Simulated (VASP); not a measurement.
The system is Ru.

```
CELL_PARAMETERS angstrom
2.75887 0.00000 0.00000
-1.37943 2.38925 0.00000
0.00000 0.00000 4.36588
ATOMIC_POSITIONS crystal
Ru 0.66667 0.33333 0.75000
Ru 0.33333 0.66667 0.25000
```

Base run:

```yaml
Program: VASP 6.6.1
Functional: r2SCAN
Dispersion: D3(BJ)
Potentials_or_basis: VASP PAW PBE potentials, release 64 (Ru_pv)
Cutoff: 520 eV
k_mesh: 11 × 11 × 6
Occupations: fermi-dirac, width 0.05 eV
Spin: no spin polarisation
```

Its results: band gap on the k mesh zero (band 14 reaches 13.10 eV, above the bottom of band 15 at 10.18 eV); pressure -20.6 GPa.

Problem. After a change of settings the same cell gave: band gap on the k mesh zero (band 14 reaches 13.09 eV, above the bottom of band 15 at 10.17 eV); pressure -19.5 GPa. Which change was it?
A. dispersion from D3(BJ) to rVV10
B. functional from r2SCAN to BLYP; dispersion from D3(BJ) to none
C. functional from r2SCAN to BLYP; dispersion from D3(BJ) to D4
D. functional from r2SCAN to PBEsol; dispersion from D3(BJ) to none

Solution. A.

Caveats: the PAW data sets were made with another functional, which shifts forces and pressure a little; pairwise dispersion overbinds metals, which lowers pressure and volume (some runs).
